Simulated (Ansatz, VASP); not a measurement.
One calculation of MgB2, two programs

```
Mg B
1.0
     3.08500    0.00000    0.00000
    -1.54250    2.67169    0.00000
     0.00000    0.00000    3.52300
Mg B
1 2
Direct
  0.00000 0.00000 0.00000
  0.33333 0.66667 0.50000
  0.66667 0.33333 0.50000
```

Alike in both runs: task electric field gradients; functional LDA; k mesh 12 × 12 × 9; occupations fermi-dirac, width 0.05 eV; no spin polarisation.

|  | VASP | Ansatz |
| --- | --- | --- |
| version | VASP 6.6.1 | Ansatz 0.2.0 |
| potentials or method | VASP PAW LDA potentials, release 64 (Mg, B) | PAW with Ansatz's default frozen-core files, scalar-relativistic |
| plane-wave cutoff (eV) | 520 | 420 |
| valence electrons in the cell | 8 | 16 |

|  | VASP | Ansatz | Ansatz less VASP |
| --- | --- | --- | --- |
| pressure (GPa) | -8.2 | -7.6 | +0.59 |
| traceless stress, the component that is largest in VASP (GPa) | 0.76 | 0.84 | +0.083 |
| size of Vzz on the site where it differs most (V/Å²) | 20.0 | 17.7 | -2.32 |

LDA's correlation is that of Perdew and Zunger in VASP and of Perdew and Wang (1992) in Ansatz. VASP's potentials hold 8 valence electrons a cell and Ansatz's 16, so a difference there can come from the potentials and not from the codes.
